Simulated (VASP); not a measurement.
# O (P4/mmm) in VASP: a series of runs

O is run at these levels: r2SCAN; tasks: single point.

Program: VASP 6.6.1. These are calculated values, not measurements. Logs are shortened: lines on timing, memory, paths and dates and some standing lists are left out, and cuts for length are marked.

### Step 1. The cell of the first run

It takes space group P4/mmm (No. 123, tetragonal). Conventional cell: a = 1.776 Å, b = 1.776 Å, c = 3.053 Å, α = 90.00°, β = 90.00°, γ = 90.00°. O (site symmetry 4/mmm) has 4 O at 1.78 Å within 2.4 Å.

### Step 2. Single point, r2SCAN

File POSCAR:

```
O
1.0
    1.7755900000      0.0000000000      0.0000000000
    0.0000000000      1.7755900000      0.0000000000
    0.0000000000      0.0000000000      3.0530500000
O
1
Direct
    0.0000000000      0.0000000000      0.0000000000
```

File INCAR.step1:

```
PREC = Accurate ; ENCUT = 660
ISMEAR = -1 ; SIGMA = 0.1
LREAL = F ; LASPH = T
NELM = 120 ; NBANDS = 9
GGA = PE ; ALGO = Normal
EDIFF = 1E-5 ; LWAVE = T
LCHARG = F ; GGA_COMPAT = F
```

File INCAR.step2:

```
PREC = Accurate ; ENCUT = 660
EDIFF = 1E-6 ; ISMEAR = -1
SIGMA = 0.1 ; LREAL = F
LASPH = T ; NELM = 120
ALGO = Normal ; ISIF = 2
LWAVE = F ; LCHARG = T
METAGGA = R2SCAN ; LMIXTAU = T
LELF = T ; LVHAR = T
NBANDS = 9 ; ISTART = 1
GGA_COMPAT = F
```

File KPOINTS:

```
Automatic mesh
0
Gamma
  18 18 11
```

Potentials or basis: VASP PAW PBE potentials, release 64 (O).

The run is started by

```bash
cat potpaw_PBE.64/O/POTCAR > POTCAR
cp INCAR.step1 INCAR
mpirun -np 1 vasp_std > vasp.out
cp INCAR.step2 INCAR
mpirun -np 1 vasp_std > vasp.out
```

OUTCAR:

```text
PREC = Accurate
   ENCUT = 660
   EDIFF = 1E-6
   ISMEAR = -1
   LREAL = F
   LASPH = T
   NELM = 120
   ISIF = 2
   METAGGA = R2SCAN
   ISTART = 1

 ion  position               nearest neighbor table
   1  0.000  0.000  0.000-

  LATTYP: Found a simple tetragonal cell.
 ALAT       =     1.7755900000
 C/A-ratio  =     1.7194566313

  Lattice vectors:

 A1 = (   1.7755900000,   0.0000000000,   0.0000000000)
 A2 = (   0.0000000000,   1.7755900000,   0.0000000000)
 A3 = (   0.0000000000,   0.0000000000,   3.0530500000)

Analysis of symmetry for initial positions (statically):
=====================================================================
 Subroutine PRICEL returns:
 Original cell was already a primitive cell.

 Routine SETGRP: Setting up the symmetry group for a
 simple tetragonal supercell.

 Subroutine GETGRP returns: Found 16 space group operations
 (whereof 16 operations were pure point group operations)
 out of a pool of 16 trial point group operations.

The static configuration has the point symmetry D_4h.

Analysis of symmetry for dynamics (positions and initial velocities):
=====================================================================
 Subroutine PRICEL returns:
 Original cell was already a primitive cell.

 Routine SETGRP: Setting up the symmetry group for a
 simple tetragonal supercell.

 Subroutine GETGRP returns: Found 16 space group operations
 (whereof 16 operations were pure point group operations)
 out of a pool of 16 trial point group operations.

The dynamic configuration has the point symmetry D_4h.

 Subroutine INISYM returns: Found 16 space group operations
 (whereof 16 operations are pure point group operations),
 and found     1 'primitive' translations

----------------------------------------------------------------------------------------

                                     Primitive cell

  volume of cell :       9.6254

  direct lattice vectors                    reciprocal lattice vectors
     1.775590000  0.000000000  0.000000000     0.563193079  0.000000000  0.000000000
     0.000000000  1.775590000  0.000000000     0.000000000  0.563193079  0.000000000
     0.000000000  0.000000000  3.053050000     0.000000000  0.000000000  0.327541311

  length of vectors
     1.775590000  1.775590000  3.053050000     0.563193079  0.563193079  0.327541311

  position of ions in fractional coordinates (direct lattice)
     0.000000000  0.000000000  0.000000000

  ion indices of the primitive-cell ions
   primitive index   ion index
                 1           1

----------------------------------------------------------------------------------------

 KPOINTS: Automatic mesh

Automatic generation of k-mesh.
 Grid dimensions read from file:
 generate k-points for:   18   18   11

 Generating k-lattice:

  Cartesian coordinates                     Fractional coordinates (reciprocal lattice)
     0.031288504  0.000000000  0.000000000     0.055555556  0.000000000  0.000000000
     0.000000000  0.031288504  0.000000000     0.000000000  0.055555556  0.000000000
     0.000000000  0.000000000  0.029776483     0.000000000  0.000000000  0.090909091

  Length of vectors
     0.031288504  0.031288504  0.029776483

  Shift w.r.t. Gamma in fractional coordinates (k-lattice)
     0.000000000  0.000000000  0.000000000

 Subroutine IBZKPT returns following result:
 ===========================================

 Found    330 irreducible k-points:

 Following reciprocal coordinates:
            Coordinates               Weight
  0.000000  0.000000  0.000000      1.000000
  0.055556  0.000000  0.000000      4.000000
  0.111111  0.000000  0.000000      4.000000
  0.166667  0.000000  0.000000      4.000000
  0.222222  0.000000  0.000000      4.000000
  0.277778  0.000000  0.000000      4.000000
[... 16 lines left out ...]
  0.277778  0.111111  0.000000      8.000000
  0.333333  0.111111  0.000000      8.000000
 [... further k-points ...]
   k-points           NKPTS =    330   k-points in BZ     NKDIM =    330   number of bands    NBANDS=      9
   number of dos      NEDOS =    301   number of ions     NIONS =      1
   total plane-waves  NPLWV =   7168
   dimension x,y,z NGX =    16 NGY =   16 NGZ =   28
   dimension x,y,z NGXF=    32 NGYF=   32 NGZF=   56
   ions per type =               1
   NGX,Y,Z   is equivalent  to a cutoff of  14.98, 14.98, 15.25 a.u.
   NGXF,Y,Z  is equivalent  to a cutoff of  29.96, 29.96, 30.49 a.u.
 SYSTEM =  unknown system
   PREC   = accura    normal or accurate (medium, high low for compatibility)
   ISTART =      1    job   : 0-new  1-cont  2-samecut
   ICHARG =      0    charge: 1-file 2-atom 10-const
   ISPIN  =      1    spin polarized calculation?
   LNONCOLLINEAR =      F non collinear calculations
   LSORBIT =      F    spin-orbit coupling
   LASPH  =      T    aspherical Exc in radial PAW
   ENCUT  =  660.0 eV  48.51 Ry    6.96 a.u.   3.72  3.72  6.40*2*pi/ulx,y,z
   NELM   =    120;   NELMIN=  2; NELMDL=  0     # of ELM steps
   EDIFF  = 0.1E-05   stopping-criterion for ELM
   LREAL  =      F    real-space projection
   EDIFFG = 0.1E-04   stopping-criterion for IOM
   NSW    =      0    number of steps for IOM
   IBRION =     -1    ionic relax: 0-MD 1-quasi-New 2-CG
   NFREE  =      0    steps in history (QN), initial steepest desc. (CG)
   ISIF   =      2    stress and relaxation
   ISYM   =      2    0-nonsym 1-usesym 2-fastsym
   POTIM  = 0.5000    time-step for ionic-motion
   TEBEG  =    0.0;   TEEND  =   0.0 temperature during run
   PSTRESS=    0.0 pullay stress
   NELECT =       6.0000    total number of electrons
   NUPDOWN=      -1.0000    fix difference up-down
   EMIN   =  10.00;   EMAX   =-10.00  energy-range for DOS
   EFERMI =   0.00;   METHOD = LEGACY
   ISMEAR =    -1;   SIGMA  =   0.10  broadening in eV -4-tet -1-fermi 0-gaus
   EFERMI_NEDOS =   21; number of points for ismear=-14 and -15
   IALGO  =     38    algorithm
   IMIX   =      4    mixing-type and parameters
     AMIX     =   0.40;   BMIX     =  1.00
     AMIX_MAG =   1.60;   BMIX_MAG =  1.00
  volume/ion in A,a.u.               =       9.63        64.96
  Fermi-wavevector in a.u.,A,eV,Ry     =   1.398467  2.642719 26.609040  1.955709
  Thomas-Fermi vector in A             =   2.521622
   LORBIT       =      0    0 simple, 1 ext, 2 COOP (PROOUT), +10 PAW based schemes
   METAGGA = R2SCAN    functional components
   LHFCALC =     F    Hartree Fock is set to
   AEXX    =    0.0000 exact exchange contribution
   IVDW    =     0    specifies the selected vdW correction
   LEPSILON=     F    determine dielectric tensor
   LRPA    =     F    only Hartree local field effects (RPA)
 non-spin polarized calculation
  energy-cutoff  :      660.00
  volume of cell :        9.63
 maximum number of plane-waves:       389
 NGX is ok and might be reduce to    16
   NGX =  7   NGY =  7   NGZ = 13

 number of electron       6.0000002 magnetization

 Free energy of the ion-electron system (eV)
  ---------------------------------------------------
  ext. energy  EPLUGINS =         0.00000000
  ---------------------------------------------------
  free energy    TOTEN  =        -4.19736901 eV

  energy without entropy =       -4.18443197  energy(sigma->0) =       -4.19090049

 E-fermi :   0.2334     XC(G=0): -11.0631

 val. band max:        0.2296040365   @ k =   0.2222   0.2222   0.1818
 cond. band min:       0.2448158897   @ k =   0.5000   0.2778   0.0909
 fundamental gap:      0.0152118533
 Fermi energy:         0.2333916355

 k-point     1 :       0.0000    0.0000    0.0000
  band No.  band energies     occupation
      1     -23.9210      2.00000
      2      -4.6597      2.00000
      3       4.3271      0.00000
      4       4.3271      0.00000
      5       9.2460      0.00000
      6      29.6235      0.00000
      7      31.6725      0.00000
      8      35.7018      0.00000
      9      53.9243      0.00000

 k-point     2 :       0.0556    0.0000    0.0000
  band No.  band energies     occupation
      1     -23.8131      2.00000
      2      -4.5739      2.00000
      3       3.8805      0.00000
      4       4.3706      0.00000
      5       9.3902      0.00000
      6      29.5278      0.00000
      7      31.8163      0.00000
      8      35.9726      0.00000
      9      51.3102      0.00000

 k-point     3 :       0.1111    0.0000    0.0000
  band No.  band energies     occupation
      1     -23.4914      2.00000
      2      -4.3214      2.00000
      3       2.6457      0.00000
      4       4.4969      0.00000
      5       9.8177      0.00000
      6      29.2152      0.00000
      7      32.1605      0.00000
      8      36.6007      0.00000
      9      48.0741      0.00000

 k-point     4 :       0.1667    0.0000    0.0000
  band No.  band energies     occupation
      1     -22.9631      2.00000
      2      -3.9188      2.00000
      3       0.8601      0.00379
      4       4.6937      0.00000
      5      10.5222      0.00000
      6      28.6238      0.00000
      7      32.4930      0.00000
      8      36.9614      0.00000
      9      45.6341      0.00000

 k-point     5 :       0.2222    0.0000    0.0000
  band No.  band energies     occupation
      1     -22.2419      2.00000
      2      -3.3952      2.00000
      3      -1.2288      2.00000
      4       4.9411      0.00000
      5      11.5012      0.00000
      6      27.7062      0.00000
      7      32.3288      0.00000
      8      36.5654      0.00000
      9      44.1289      0.00000

 k-point     6 :       0.2778    0.0000    0.0000
  band No.  band energies     occupation
      1     -21.3540      2.00000
      2      -3.4149      2.00000
      3      -2.7956      2.00000
      4       5.2117      0.00000
      5      12.7533      0.00000
      6      26.5090      0.00000
      7      30.8434      0.00000
      8      36.4754      0.00000
      9      42.7290      0.00000
[... 169 lines left out ...]
 k-point    21 :       0.1667    0.1111    0.0000
  band No.  band energies     occupation
      1     -22.5387      2.00000
      2      -3.5927      2.00000
      3       1.0710      0.00046
      4       3.1185      0.00000
      5      11.0842      0.00000
      6      28.5234      0.00000
      7      32.6027      0.00000
      8      37.7354      0.00000
      9      45.1922      0.00000

 k-point    22 :       0.2222    0.1111    0.0000
  band No.  band energies     occupation
      1     -21.8217      2.00000
      2      -3.0783      2.00000
      3      -0.9774      1.99999
      4       3.4131      0.00000
      5      12.0554      0.00000
      6      27.8066      0.00000
      7      32.2279      0.00000
      8      37.2002      0.00000
      9      43.1765      0.00000

 k-point    23 :       0.2778    0.1111    0.0000
  band No.  band energies     occupation
      1     -20.9392      2.00000
      2      -3.1314      2.00000
      3      -2.4902      2.00000
      4       3.7447      0.00000
      5      13.2962      0.00000
      6      26.7982      0.00000
      7      30.8397      0.00000
      8      36.5368      0.00000
      9      41.7977      0.00000

 k-point    24 :       0.3333    0.1111    0.0000
  band No.  band energies     occupation
      1     -19.9401      2.00000
      2      -5.2171      2.00000
      3      -1.8916      2.00000
      4       4.0701      0.00000
      5      14.8028      0.00000
      6      25.6377      0.00000
      7      28.5468      0.00000
      8      36.3468      0.00000
      9      41.0351      0.00000

 [... further k-points ...]
[... 5 lines left out ...]
  --------------------------------------------------------------------------------------
  -------------------------------------------------------------------------------------
  Total       -0.0940247     -0.0940247      0.0063193      0.0000000     -0.0000000      0.0000000
  in kB      -15.6506861    -15.6506861      1.0518727      0.0000000     -0.0000000      0.0000000
  external PRESSURE =     -10.0831665 kB  Pullay stress =       0.0000000 kB

 VOLUME and BASIS-vectors are now :
 -----------------------------------------------------------------------------
  energy-cutoff  :      660.00
  volume of cell :        9.63
      direct lattice vectors                 reciprocal lattice vectors
     1.775590000  0.000000000  0.000000000     0.563193079  0.000000000  0.000000000
     0.000000000  1.775590000  0.000000000     0.000000000  0.563193079  0.000000000
     0.000000000  0.000000000  3.053050000     0.000000000  0.000000000  0.327541311

 POSITION                                       TOTAL-FORCE (eV/Angst)
 -----------------------------------------------------------------------------------
      0.00000      0.00000      0.00000         0.000000      0.000000      0.000000
 -----------------------------------------------------------------------------------
    total drift:                                0.000000      0.000000     -0.000000

  FREE ENERGIE OF THE ION-ELECTRON SYSTEM (eV)
  ---------------------------------------------------
  free  energy   TOTEN  =        -4.1973690121 eV

  energy  without entropy=       -4.1844319686  energy(sigma->0) =       -4.19090049
```

Wall time 2.3 min (1 thread of Intel Xeon 8259CL, shared host); peak memory 0.15 GiB.

Results:

```yaml
Free_energy: -4.1974 eV
Pressure: -1.0 GPa
Band_gap_on_the_k_mesh: zero (bands 3 and 4 overlap by 5.61 eV)
```

Caveat: the PAW data sets were made with another functional, which shifts forces and pressure a little.

### Step 3. Single point, r2SCAN

POSCAR is that of step 2.

File INCAR.step1:

```
SYSTEM = O
PREC = Accurate
ENCUT = 660
ISMEAR = -1
SIGMA = 0.05
LREAL = .FALSE.
LASPH = .TRUE.
NELM = 120
NBANDS = 9
GGA = PE
ALGO = Normal
EDIFF = 1E-5
LWAVE = .TRUE.
LCHARG = .FALSE.
GGA_COMPAT = .FALSE.
```

File INCAR.step2:

```
SYSTEM = O
PREC = Accurate
ENCUT = 660
EDIFF = 1E-6
ISMEAR = -1
SIGMA = 0.05
LREAL = .FALSE.
LASPH = .TRUE.
NELM = 120
ALGO = Normal
ISIF = 2
LWAVE = .FALSE.
LCHARG = .TRUE.
METAGGA = R2SCAN
LMIXTAU = .TRUE.
LELF = .TRUE.
LVHAR = .TRUE.
NBANDS = 9
ISTART = 1
GGA_COMPAT = .FALSE.
```

File KPOINTS:

```
regular mesh
0
G
  18 18 11
  0 0 0
```

Potentials or basis: VASP PAW PBE potentials, release 64 (O).

The run is started by

```bash
cat potpaw_PBE.64/O/POTCAR > POTCAR
cp INCAR.step1 INCAR
mpirun -np 1 vasp_std > vasp.out
cp INCAR.step2 INCAR
mpirun -np 1 vasp_std > vasp.out
```

It took 1.9 min on 1 thread of Intel Xeon 8259CL, shared host; peak memory 0.15 GiB.

The run converged. Its results:

```yaml
Free_energy: -4.1921 eV
Pressure: -1.3 GPa
Band_gap_on_the_k_mesh: zero (bands 3 and 4 overlap by 5.61 eV)
```

Stress tensor (GPa, compression positive):
```
-1.92  0.00  0.00
 0.00 -1.92  0.00
 0.00  0.00  0.09
```

Levels at points of the mesh, in eV from the Fermi level:
```csv
k point,band 1,band 2,band 3,band 4,band 5,band 6,band 7,band 8
"(0.00, 0.00, 0.00)",-24.17,-4.90,4.08,4.08,9.01,29.38,31.43,35.45
"(0.50, 0.00, 0.00)",-18.37,-9.53,-1.37,5.64,19.94,20.40,22.70,39.84
"(0.50, 0.50, 0.00)",-12.99,-5.81,-5.81,1.23,18.04,31.51,31.51,31.69
```

Caveat: the PAW data sets were made with another functional, which shifts forces and pressure a little.

### Step 4. Single point, r2SCAN

POSCAR is that of step 3.

File INCAR.step1:

```
SYSTEM = O
PREC     = Accurate       ! precision mode
ENCUT    = 660            ! plane-wave cutoff, eV
ISMEAR   = -1             ! smearing method
SIGMA    = 0.025          ! smearing width, eV
LREAL    = .False.        ! projectors in reciprocal space
LASPH    = .True.         ! aspherical terms in the spheres
NELM     = 120            ! most SCF steps
NBANDS   = 9              ! bands
GGA      = PE             ! functional
ALGO     = Normal         ! electronic algorithm
EDIFF    = 1E-5           ! SCF threshold, eV
LWAVE    = .True.         ! write WAVECAR
LCHARG   = .False.        ! write CHGCAR
GGA_COMPAT= .False.
```

File INCAR.step2:

```
SYSTEM = O
PREC     = Accurate       ! precision mode
ENCUT    = 660            ! plane-wave cutoff, eV
EDIFF    = 1E-6           ! SCF threshold, eV
ISMEAR   = -1             ! smearing method
SIGMA    = 0.025          ! smearing width, eV
LREAL    = .False.        ! projectors in reciprocal space
LASPH    = .True.         ! aspherical terms in the spheres
NELM     = 120            ! most SCF steps
ALGO     = Normal         ! electronic algorithm
ISIF     = 2              ! what is computed and relaxed
LWAVE    = .False.        ! write WAVECAR
LCHARG   = .True.         ! write CHGCAR
METAGGA  = R2SCAN         ! meta-GGA
LMIXTAU  = .True.       
LELF     = .True.         ! ELF
LVHAR    = .True.       
NBANDS   = 9              ! bands
ISTART   = 1            
GGA_COMPAT= .False.
```

File KPOINTS:

```
regular mesh
0
Gamma
  18 18 11
  0 0 0
```

The run is started by

```bash
cat potpaw_PBE.64/O/POTCAR > POTCAR
cp INCAR.step1 INCAR
mpirun -np 1 vasp_std > vasp.out
cp INCAR.step2 INCAR
mpirun -np 1 vasp_std > vasp.out
```

It took 2.2 min on 1 thread of Intel Xeon 8259CL, shared host; peak memory 0.15 GiB.

Results (log left out):

* Free energy: -4.1904 eV
* Pressure: -1.3 GPa
* Band gap on the k mesh: zero (bands 3 and 4 overlap by 5.61 eV)

Stress tensor (GPa, compression positive):
```
-2.04  0.00  0.00
 0.00 -2.04  0.00
 0.00  0.00  0.04
```

Levels at points of the mesh, in eV from the Fermi level:
| k point | band 1 | band 2 | band 3 | band 4 | band 5 | band 6 | band 7 | band 8 |
| --- | --- | --- | --- | --- | --- | --- | --- | --- |
| (0.00, 0.00, 0.00) | -24.18 | -4.91 | 4.07 | 4.07 | 9.00 | 29.37 | 31.42 | 35.44 |
| (0.50, 0.00, 0.00) | -18.38 | -9.54 | -1.38 | 5.63 | 19.93 | 20.39 | 22.69 | 39.83 |
| (0.50, 0.50, 0.00) | -13.00 | -5.83 | -5.83 | 1.22 | 18.03 | 31.50 | 31.50 | 31.68 |

Caveat: the PAW data sets were made with another functional, which shifts forces and pressure a little.

### Step 5. Overview

```tsv
smearing	gap on the mesh (eV)	pressure (GPa)
fermi-dirac 0.1 eV	none	-1.0
fermi-dirac 0.05 eV	none	-1.3
fermi-dirac 0.025 eV	none	-1.3
```

Alike in all rows: task single point; level r2SCAN; potentials or basis VASP PAW PBE potentials, release 64 (O); no spin polarisation; cell as given; k mesh 18 × 18 × 11; cutoff (eV) 660.

Caveats: the PAW data sets were made with another functional, which shifts forces and pressure a little.

Total energies depend on the potentials used, so only differences within one code and one set of settings carry meaning.
